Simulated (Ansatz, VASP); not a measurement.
# SnO2: VASP beside Ansatz

```xyz
6
Lattice="4.7207 0.0000 0.0000 0.0000 4.7207 0.0000 0.0000 0.0000 3.1888" Properties=species:S:1:pos:R:3 pbc="T T T"
Sn    0.0000    0.0000   -0.1260
Sn    2.3604    2.3604    1.7204
O     1.1068    1.7833    0.0733
O     1.2536    4.1437    1.5211
O     3.6140    2.9374    0.0733
O     3.4671    0.5770    1.5211
```

Change from the starting cell: mode 4 frozen in at -0.478 Å and mode 5 at -0.126 Å (largest displacements).

Alike in both runs: task single point; functional LDA; k mesh 6 × 6 × 8; occupations gaussian, width 0.05 eV; no spin polarisation.

|  | VASP | Ansatz |
| --- | --- | --- |
| version | VASP 6.6.1 | Ansatz 0.2.0 |
| potentials or method | VASP PAW LDA potentials, release 64 (Sn_d, O), cutoff 520 eV | scalar-relativistic, plane waves, PAW |
| valence electrons in the cell | 52 | 52 |

Ansatz gave:

* gap on the k mesh at the Fermi level (eV): 0.97
* least direct gap on the mesh (eV): 0.99
* pressure (GPa): -8.3
* traceless stress, the component that is largest in VASP (GPa): -1.95
* rms of the force components (eV/Å): 0.698

Question: Estimate VASP's values.

Answer: gap on the k mesh at the Fermi level (eV): 0.98; least direct gap on the mesh (eV): 1.00; pressure (GPa): -7.2; traceless stress, the component that is largest in VASP (GPa): -1.67; rms of the force components (eV/Å): 0.688.

Ansatz warns that its potentials were made for another functional, while VASP's fit it. LDA's correlation is that of Perdew and Zunger in VASP and of Perdew and Wang (1992) in Ansatz. Atom by atom the forces differ by 0.023 eV/Å (rms over components).
